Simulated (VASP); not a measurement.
# MgO (Pm) in VASP: notebook

MgO is run at these levels: r2SCAN; tasks: single point.

Program: VASP 6.6.1. These are calculated values, not measurements. Logs are shortened: lines on timing, memory, paths and dates and some standing lists are left out, and cuts for length are marked.

### Step 1. The cell of the first run

The structure is monoclinic, space group Pm (No. 6). Conventional cell: a = 3.484 Å, b = 4.186 Å, c = 3.484 Å, α = 90.00°, β = 120.00°, γ = 90.00°. Within 2.7 Å of Mg (site symmetry m) lie 5 O at 2.01 to 2.13 Å. Within 2.3 Å of Mg (site symmetry m) lie 4 O at 1.75 to 2.09 Å. Within 2.3 Å of O (site symmetry m) lie 4 Mg at 1.75 to 2.13 Å. Within 2.9 Å of O (site symmetry m) lie 5 Mg at 2.01 to 2.09 Å and 4 O at 2.73 to 2.86 Å.

### Step 2. Single point, r2SCAN (atom 3 (O) moved +0.400 Å along Cartesian [1 -1 0])

File POSCAR:

```
MgO
1.0
    3.4841042127      0.0000000000      0.0000000000
   -1.7420521064      3.0173227576      0.0000000000
    0.0000000000      0.0000000000      4.1856875957
Mg O
2 2
Direct
    0.6666666667      0.3333333333      0.7500000000
    0.3333333333      0.6666666667      0.2500000000
    0.7009777518      0.2395937055      0.2500000000
    0.3333333333      0.6666666667      0.7500000000
```

File INCAR.step1:

```
PREC     = Accurate       # precision mode
ENCUT    = 520            # plane-wave cutoff, eV
ISMEAR   = 0              # smearing method
SIGMA    = 0.05           # smearing width, eV
LREAL    = False          # projectors in reciprocal space
LASPH    = True           # aspherical terms in the spheres
NELM     = 80             # most SCF steps
NBANDS   = 16             # bands
GGA      = PE             # functional
ALGO     = Normal         # electronic algorithm
EDIFF    = 1E-4           # SCF threshold, eV
LWAVE    = True           # write WAVECAR
LCHARG   = False          # write CHGCAR
```

File INCAR.step2:

```
PREC     = Accurate       # precision mode
ENCUT    = 520            # plane-wave cutoff, eV
EDIFF    = 1E-6           # SCF threshold, eV
ISMEAR   = 0              # smearing method
SIGMA    = 0.05           # smearing width, eV
LREAL    = False          # projectors in reciprocal space
LASPH    = True           # aspherical terms in the spheres
NELM     = 80             # most SCF steps
ALGO     = Normal         # electronic algorithm
ISIF     = 2              # what is computed and relaxed
LWAVE    = False          # write WAVECAR
LCHARG   = True           # write CHGCAR
METAGGA  = R2SCAN         # meta-GGA
LMIXTAU  = True         
LELF     = True           # ELF
LVHAR    = True         
NBANDS   = 16             # bands
ISTART   = 1
```

File KPOINTS:

```
Automatic mesh
0
Gamma
  6 6 6
```

Potentials or basis: VASP PAW PBE potentials, release 64 (Mg, O).

Command:

```bash
$ cat potpaw_PBE.64/Mg/POTCAR potpaw_PBE.64/O/POTCAR > POTCAR
$ cp INCAR.step1 INCAR
$ mpirun -np 1 vasp_std > vasp.out
$ cp INCAR.step2 INCAR
$ mpirun -np 1 vasp_std > vasp.out
```

OUTCAR:

```text
PREC = Accurate
   ENCUT = 520
   EDIFF = 1E-6
   ISMEAR = 0
   LREAL = False
   LASPH = True
   NELM = 80
   ISIF = 2
   METAGGA = R2SCAN
   ISTART = 1

 ion  position               nearest neighbor table
   1  0.667  0.333  0.750-   4 2.01   4 2.01   4 2.01   3 2.13   3 2.13   2 2.90   2 2.90   2 2.90
                             2 2.90   2 2.90   2 2.90
   2  0.333  0.667  0.250-   3 1.75   3 1.95   4 2.09   4 2.09   3 2.40   1 2.90   1 2.90   1 2.90
                             1 2.90   1 2.90   1 2.90
   3  0.701  0.240  0.250-   2 1.75   2 1.95   1 2.13   1 2.13   2 2.40
   4  0.333  0.667  0.750-   1 2.01   1 2.01   1 2.01   2 2.09   2 2.09

  LATTYP: Found a hexagonal cell.
 ALAT       =     3.4841042127
 C/A-ratio  =     1.2013669340

  Lattice vectors:

 A1 = (   3.4841042127,   0.0000000000,   0.0000000000)
 A2 = (  -1.7420521064,   3.0173227576,   0.0000000000)
 A3 = (   0.0000000000,   0.0000000000,   4.1856875957)

Analysis of symmetry for initial positions (statically):
=====================================================================
 Subroutine PRICEL returns:
 Original cell was already a primitive cell.

 Routine SETGRP: Setting up the symmetry group for a
 hexagonal supercell.

 Subroutine GETGRP returns: Found  2 space group operations
 (whereof  1 operations were pure point group operations)
 out of a pool of 24 trial point group operations.

The static configuration has the point symmetry C_1 .
 The point group associated with its full space group is C_1h.

Analysis of symmetry for dynamics (positions and initial velocities):
=====================================================================
 Subroutine PRICEL returns:
 Original cell was already a primitive cell.

 Routine SETGRP: Setting up the symmetry group for a
 hexagonal supercell.

 Subroutine GETGRP returns: Found  2 space group operations
 (whereof  1 operations were pure point group operations)
 out of a pool of 24 trial point group operations.

The dynamic configuration has the point symmetry C_1 .
 The point group associated with its full space group is C_1h.

 Subroutine INISYM returns: Found  2 space group operations
 (whereof  1 operations are pure point group operations),
 and found     1 'primitive' translations

----------------------------------------------------------------------------------------

                                     Primitive cell

  volume of cell :      44.0027

  direct lattice vectors                    reciprocal lattice vectors
     3.484104213  0.000000000  0.000000000     0.287017821  0.165709816  0.000000000
    -1.742052106  3.017322758  0.000000000     0.000000000  0.331419633  0.000000000
     0.000000000  0.000000000  4.185687596     0.000000000  0.000000000  0.238909373

  length of vectors
     3.484104213  3.484104213  4.185687596     0.331419633  0.331419633  0.238909373

  position of ions in fractional coordinates (direct lattice)
     0.666666667  0.333333333  0.750000000
     0.333333333  0.666666667  0.250000000
     0.700977752  0.239593705  0.250000000
     0.333333333  0.666666667  0.750000000

  ion indices of the primitive-cell ions
   primitive index   ion index
                 1           1
                 2           2
                 3           3
                 4           4

----------------------------------------------------------------------------------------

 KPOINTS: Automatic mesh

Automatic generation of k-mesh.
 Grid dimensions read from file:
 generate k-points for:    6    6    6

 Generating k-lattice:

  Cartesian coordinates                     Fractional coordinates (reciprocal lattice)
     0.047836304  0.027618303  0.000000000     0.166666667  0.000000000  0.000000000
     0.000000000  0.055236605  0.000000000     0.000000000  0.166666667  0.000000000
     0.000000000  0.000000000  0.039818229     0.000000000  0.000000000  0.166666667

  Length of vectors
     0.055236605  0.055236605  0.039818229

  Shift w.r.t. Gamma in fractional coordinates (k-lattice)
     0.000000000  0.000000000  0.000000000

 Subroutine IBZKPT returns following result:
 ===========================================

 Found     80 irreducible k-points:

 Following reciprocal coordinates:
            Coordinates               Weight
  0.000000  0.000000  0.000000      1.000000
  0.166667  0.000000  0.000000      2.000000
  0.000000  0.166667  0.000000      2.000000
 -0.166667  0.166667  0.000000      2.000000
  0.333333  0.000000  0.000000      2.000000
  0.000000  0.333333  0.000000      2.000000
[... 16 lines left out ...]
  0.000000  0.166667  0.166667      4.000000
 -0.166667  0.166667  0.166667      4.000000
 [... further k-points ...]
   k-points           NKPTS =     80   k-points in BZ     NKDIM =     80   number of bands    NBANDS=     16
   number of dos      NEDOS =    301   number of ions     NIONS =      4
   total plane-waves  NPLWV =  25088
   dimension x,y,z NGX =    28 NGY =   28 NGZ =   32
   dimension x,y,z NGXF=    56 NGYF=   56 NGZF=   64
   ions per type =               2   2
   NGX,Y,Z   is equivalent  to a cutoff of  13.36, 13.36, 12.71 a.u.
   NGXF,Y,Z  is equivalent  to a cutoff of  26.72, 26.72, 25.42 a.u.
 SYSTEM =  unknown system
   PREC   = accura    normal or accurate (medium, high low for compatibility)
   ISTART =      1    job   : 0-new  1-cont  2-samecut
   ICHARG =      0    charge: 1-file 2-atom 10-const
   ISPIN  =      1    spin polarized calculation?
   LNONCOLLINEAR =      F non collinear calculations
   LSORBIT =      F    spin-orbit coupling
   LASPH  =      T    aspherical Exc in radial PAW
   ENCUT  =  520.0 eV  38.22 Ry    6.18 a.u.   6.48  6.48  7.78*2*pi/ulx,y,z
   NELM   =     80;   NELMIN=  2; NELMDL=  0     # of ELM steps
   EDIFF  = 0.1E-05   stopping-criterion for ELM
   LREAL  =      F    real-space projection
   EDIFFG = 0.1E-04   stopping-criterion for IOM
   NSW    =      0    number of steps for IOM
   IBRION =     -1    ionic relax: 0-MD 1-quasi-New 2-CG
   NFREE  =      0    steps in history (QN), initial steepest desc. (CG)
   ISIF   =      2    stress and relaxation
   ISYM   =      2    0-nonsym 1-usesym 2-fastsym
   POTIM  = 0.5000    time-step for ionic-motion
   TEBEG  =    0.0;   TEEND  =   0.0 temperature during run
   PSTRESS=    0.0 pullay stress
   NELECT =      16.0000    total number of electrons
   NUPDOWN=      -1.0000    fix difference up-down
   EMIN   =  10.00;   EMAX   =-10.00  energy-range for DOS
   EFERMI =   0.00;   METHOD = LEGACY
   ISMEAR =     0;   SIGMA  =   0.05  broadening in eV -4-tet -1-fermi 0-gaus
   EFERMI_NEDOS =   21; number of points for ismear=-14 and -15
   IALGO  =     38    algorithm
   IMIX   =      4    mixing-type and parameters
     AMIX     =   0.40;   BMIX     =  1.00
     AMIX_MAG =   1.60;   BMIX_MAG =  1.00
  volume/ion in A,a.u.               =      11.00        74.24
  Fermi-wavevector in a.u.,A,eV,Ry     =   1.168481  2.208109 18.576679  1.365347
  Thomas-Fermi vector in A             =   2.304967
   LORBIT       =      0    0 simple, 1 ext, 2 COOP (PROOUT), +10 PAW based schemes
   METAGGA = R2SCAN    functional components
   LHFCALC =     F    Hartree Fock is set to
   AEXX    =    0.0000 exact exchange contribution
   IVDW    =     0    specifies the selected vdW correction
   LEPSILON=     F    determine dielectric tensor
   LRPA    =     F    only Hartree local field effects (RPA)
 non-spin polarized calculation
 Gauss-broadening in eV      SIGMA  =   0.05
  energy-cutoff  :      520.00
  volume of cell :       44.00
 maximum number of plane-waves:      1204
 NGX is ok and might be reduce to    28
   NGX = 13   NGY = 13   NGZ = 15

 number of electron      15.9999999 magnetization

 Free energy of the ion-electron system (eV)
  ---------------------------------------------------
  ext. energy  EPLUGINS =         0.00000000
  ---------------------------------------------------
  free energy    TOTEN  =       -31.31839482 eV

  energy without entropy =      -31.31839482  energy(sigma->0) =      -31.31839482

 E-fermi :   2.0125     XC(G=0): -10.5474

 val. band max:        1.7315578066   @ k =   0.0000   0.0000   0.0000
 cond. band min:       5.4903568739   @ k =   0.0000   0.0000   0.0000
 fundamental gap:      3.7587990673
 Fermi energy:         2.0125387141

 k-point     1 :       0.0000    0.0000    0.0000
  band No.  band energies     occupation
      1     -16.2968      2.00000
      2     -14.8917      2.00000
      3      -2.0788      2.00000
      4      -0.4723      2.00000
      5       0.1913      2.00000
      6       0.6244      2.00000
[... 8 lines left out ...]
     15      18.1877      0.00000
     16      19.1368      0.00000

 k-point     2 :       0.1667    0.0000    0.0000
  band No.  band energies     occupation
      1     -16.1594      2.00000
      2     -14.9167      2.00000
      3      -1.8580      2.00000
      4      -0.7560      2.00000
      5      -0.0516      2.00000
      6       0.2390      2.00000
[... 8 lines left out ...]
     15      17.2586      0.00000
     16      18.4059      0.00000

 k-point     3 :       0.0000    0.1667    0.0000
  band No.  band energies     occupation
      1     -16.1535      2.00000
      2     -14.9240      2.00000
      3      -1.8483      2.00000
      4      -0.7091      2.00000
      5      -0.0913      2.00000
      6       0.2741      2.00000
[... 8 lines left out ...]
     15      17.5243      0.00000
     16      17.8840      0.00000

 k-point     4 :      -0.1667    0.1667    0.0000
  band No.  band energies     occupation
      1     -16.1890      2.00000
      2     -14.8916      2.00000
      3      -1.9009      2.00000
      4      -0.7058      2.00000
      5      -0.5397      2.00000
      6       0.4504      2.00000
[... 8 lines left out ...]
     15      17.0913      0.00000
     16      19.0902      0.00000

 k-point     5 :       0.3333    0.0000    0.0000
  band No.  band energies     occupation
      1     -15.8214      2.00000
      2     -15.0249      2.00000
      3      -1.4709      2.00000
      4      -1.2609      2.00000
      5      -0.4085      2.00000
      6      -0.3175      2.00000
[... 8 lines left out ...]
     15      17.9911      0.00000
     16      18.3821      0.00000

 k-point     6 :       0.0000    0.3333    0.0000
  band No.  band energies     occupation
      1     -15.7898      2.00000
      2     -15.0612      2.00000
      3      -1.2725      2.00000
      4      -1.2012      2.00000
      5      -0.5247      2.00000
      6      -0.4064      2.00000
[... 8 lines left out ...]
     15      17.3370      0.00000
     16      18.0319      0.00000
[... 267 lines left out ...]
 k-point    21 :       0.0000    0.0000    0.1667
  band No.  band energies     occupation
      1     -16.2058      2.00000
      2     -14.9879      2.00000
      3      -1.9359      2.00000
      4      -0.3876      2.00000
      5       0.1986      2.00000
      6       0.6235      2.00000
[... 8 lines left out ...]
     15      18.3830      0.00000
     16      18.8614      0.00000

 k-point    22 :       0.1667    0.0000    0.1667
  band No.  band energies     occupation
      1     -16.0754      2.00000
      2     -14.9973      2.00000
      3      -1.8582      2.00000
      4      -0.5807      2.00000
      5      -0.0776      2.00000
      6       0.1128      2.00000
[... 8 lines left out ...]
     15      17.6351      0.00000
     16      18.3272      0.00000

 k-point    23 :       0.0000    0.1667    0.1667
  band No.  band energies     occupation
      1     -16.0701      2.00000
      2     -15.0033      2.00000
      3      -1.8642      2.00000
      4      -0.5156      2.00000
      5      -0.0801      2.00000
      6       0.0484      2.00000
[... 8 lines left out ...]
     15      17.3946      0.00000
     16      18.4921      0.00000

 k-point    24 :      -0.1667    0.1667    0.1667
  band No.  band energies     occupation
      1     -16.1027      2.00000
      2     -14.9776      2.00000
      3      -1.8283      2.00000
      4      -0.6172      2.00000
      5      -0.4679      2.00000
      6       0.3392      2.00000
[... 8 lines left out ...]
     15      17.2316      0.00000
     16      18.9410      0.00000

 [... further k-points ...]
[... 5 lines left out ...]
  --------------------------------------------------------------------------------------
  -------------------------------------------------------------------------------------
  Total       -1.0394602      5.5628444      0.0337520      2.5412556      0.0000000      0.0000000
  in kB      -37.8476335    202.5479163      1.2289388     92.5292868      0.0000000      0.0000000
  external PRESSURE =      55.3097405 kB  Pullay stress =       0.0000000 kB

 VOLUME and BASIS-vectors are now :
 -----------------------------------------------------------------------------
  energy-cutoff  :      520.00
  volume of cell :       44.00
      direct lattice vectors                 reciprocal lattice vectors
     3.484104213  0.000000000  0.000000000     0.287017821  0.165709816  0.000000000
    -1.742052106  3.017322758  0.000000000     0.000000000  0.331419633  0.000000000
     0.000000000  0.000000000  4.185687596     0.000000000  0.000000000  0.238909373

 POSITION                                       TOTAL-FORCE (eV/Angst)
 -----------------------------------------------------------------------------------
      1.74205      1.00577      3.13927         0.526905     -0.509776      0.000000
     -0.00000      2.01155      1.04642         0.165962     -3.103012      0.000000
      2.02489      0.72293      1.04642        -0.970857      4.143479      0.000000
     -0.00000      2.01155      3.13927         0.277991     -0.530691      0.000000
 -----------------------------------------------------------------------------------
    total drift:                                0.003944     -0.003049     -0.000000

  FREE ENERGIE OF THE ION-ELECTRON SYSTEM (eV)
  ---------------------------------------------------
  free  energy   TOTEN  =       -31.3183948238 eV

  energy  without entropy=      -31.3183948238  energy(sigma->0) =      -31.31839482
```

Run time: 3.4 min. Hardware: 1 thread of Intel Xeon 8259CL, shared host; peak memory 0.2 GiB.

What came out:

```
Free energy            : -31.3184 eV
Pressure               : 5.5 GPa
Largest force          : 4.256 eV/Å
Band gap on the k mesh : 3.76 eV
```

Forces in eV/Å, atoms in the order of the input:
```
Mg   0.527 -0.510  0.000
Mg   0.166 -3.103  0.000
O   -0.971  4.143  0.000
O    0.278 -0.531  0.000
```

Caveat: the cell differs from its parent crystal (atom 3 (O) moved +0.400 Å along Cartesian [1 -1 0]); the cell stands under pressure; the PAW data sets were made with another functional, which shifts forces and pressure a little.

### Step 3. Single point, r2SCAN (atom 3 (O) moved -0.200 Å along Cartesian [1 -1 0])

POSCAR: that of step 2 with these lines changed.

```diff
@@ -10,3 +10,3 @@
     0.3333333333      0.6666666667      0.2500000000
-    0.7009777518      0.2395937055      0.2500000000
+    0.6495111241      0.3802031473      0.2500000000
     0.3333333333      0.6666666667      0.7500000000
```

File INCAR.step1:

```
SYSTEM = MgO
PREC = Accurate ; ENCUT = 520
ISMEAR = 0 ; SIGMA = 0.05
LREAL = .FALSE. ; LASPH = .TRUE.
NELM = 60 ; NBANDS = 16
GGA = PE ; ALGO = Normal
EDIFF = 1E-4 ; LWAVE = .TRUE.
LCHARG = .FALSE.
```

File INCAR.step2:

```
SYSTEM = MgO
PREC = Accurate ; ENCUT = 520
EDIFF = 1E-7 ; ISMEAR = 0
SIGMA = 0.05 ; LREAL = .FALSE.
LASPH = .TRUE. ; NELM = 60
ALGO = Normal ; ISIF = 2
LWAVE = .FALSE. ; LCHARG = .FALSE.
METAGGA = R2SCAN ; LMIXTAU = .TRUE.
NBANDS = 16 ; ISTART = 1
```

File KPOINTS:

```
Automatic mesh
0
G
  6 6 6
  0 0 0
```

Potentials or basis: VASP PAW PBE potentials, release 64 (Mg, O).

Command:

```bash
$ cat potpaw_PBE.64/Mg/POTCAR potpaw_PBE.64/O/POTCAR > POTCAR
$ cp INCAR.step1 INCAR
$ mpirun -np 1 vasp_std > vasp.out
$ cp INCAR.step2 INCAR
$ mpirun -np 1 vasp_std > vasp.out
```

Run time: 4 min. Hardware: 1 thread of Intel Xeon 8259CL, shared host; peak memory 0.2 GiB.

Results (log left out):

- Free energy: -31.8024 eV
- Pressure: 1.6 GPa
- Largest force: 3.016 eV/Å
- Band gap on the k mesh: 4.00 eV

Forces on the atoms (eV/Å):
```
Mg  -0.250  0.257  0.000
Mg  -1.883  1.205  0.000
O    2.467 -1.736  0.000
O   -0.334  0.273  0.000
```

Stress tensor (GPa, compression positive):
```
 8.03 -6.25  0.00
-6.25 -2.65  0.00
 0.00  0.00 -0.69
```

Levels at points of the mesh, in eV from the valence-band top:
```csv
k point,band 4,band 5,band 6,band 7,band 8,band 9,band 10,band 11,band 12,band 13
"(0.00, 0.00, 0.00)",-1.98,-1.59,-0.99,-0.76,0.00,4.00,10.29,12.91,12.96,14.04
"(0.50, 0.00, 0.00)",-2.53,-2.39,-1.94,-1.20,-0.64,7.77,9.80,10.38,13.04,13.72
"(0.00, 0.50, 0.00)",-2.63,-2.46,-1.83,-1.03,-0.62,7.93,9.94,10.07,12.77,13.81
"(0.50, 0.50, 0.00)",-2.32,-2.25,-2.12,-1.73,-0.54,7.21,9.79,11.30,13.62,13.88
"(0.00, 0.00, 0.50)",-2.44,-1.48,-1.38,-1.31,-1.20,7.01,7.06,13.65,13.80,13.86
"(0.50, 0.00, 0.50)",-3.87,-1.67,-1.61,-0.91,-0.81,7.98,8.02,12.72,12.86,14.85
"(0.00, 0.50, 0.50)",-3.77,-1.69,-1.64,-1.02,-0.96,8.09,8.12,13.08,13.09,14.96
"(0.50, 0.50, 0.50)",-4.03,-1.63,-1.43,-0.69,-0.61,7.73,7.85,12.07,12.46,15.06
```

Caveat: the cell differs from its parent crystal (atom 3 (O) moved -0.200 Å along Cartesian [1 -1 0]); the PAW data sets were made with another functional, which shifts forces and pressure a little.

[end of part 1 of 2]
